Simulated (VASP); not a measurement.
BaZrO3: single point with PBEsol

BaZrO3:

```
CELL_PARAMETERS angstrom
4.18066 0.00000 0.00000
0.00000 4.18066 0.00000
0.00000 0.00000 4.18066
ATOMIC_POSITIONS crystal
Ba 0.00000 0.00000 0.00000
Zr 0.50000 0.50000 0.50000
O 0.50000 0.50000 0.00000
O 0.50000 0.00000 0.50000
O 0.00000 0.50000 0.50000
```

* Program: VASP 6.6.1
* Task: single point
* Functional: PBEsol
* Potentials or basis: VASP PAW PBE potentials, release 64 (Ba_sv, Zr_sv, O)
* Cutoff: 600 eV
* k mesh: 6 × 6 × 6
* Occupations: gaussian, width 0.02 eV
* Spin: no spin polarisation
* Dipole correction: no
* Further INCAR settings: ALGO = Normal; EDIFF = 1e-06; NBANDS = 28

```json
{
 "Pressure": "1.0 GPa",
 "Band gap on the k mesh": "3.12 eV (least direct gap 3.34 eV)"
}
```

Levels at points of the mesh, in eV from the valence-band top:
| k point | band 16 | band 17 | band 18 | band 19 | band 20 | band 21 | band 22 | band 23 | band 24 | band 25 |
| --- | --- | --- | --- | --- | --- | --- | --- | --- | --- | --- |
| (0.00, 0.00, 0.00) | -1.01 | -1.01 | -0.21 | -0.21 | -0.21 | 3.12 | 3.12 | 3.12 | 4.55 | 4.55 |
| (0.50, 0.00, 0.00) | -1.77 | -1.77 | -1.74 | -0.44 | -0.44 | 3.59 | 5.74 | 5.74 | 6.39 | 6.64 |
| (0.50, 0.50, 0.00) | -2.47 | -0.94 | -0.94 | -0.77 | -0.08 | 5.70 | 5.70 | 6.47 | 6.50 | 7.72 |
| (0.50, 0.50, 0.50) | -2.57 | -2.57 | 0.00 | 0.00 | 0.00 | 5.93 | 5.93 | 5.93 | 7.06 | 7.06 |

Run time: 51 s on 1 thread of Intel(R) Xeon(R) Platinum 8488C (Sapphire Rapids) (shared host), peak memory 0.23 GiB.

Caveat: the PAW data sets were made with another functional, which shifts forces and pressure a little; spin-orbit coupling is left out, which moves the levels of the heavy elements. A k mesh can miss the band edges.
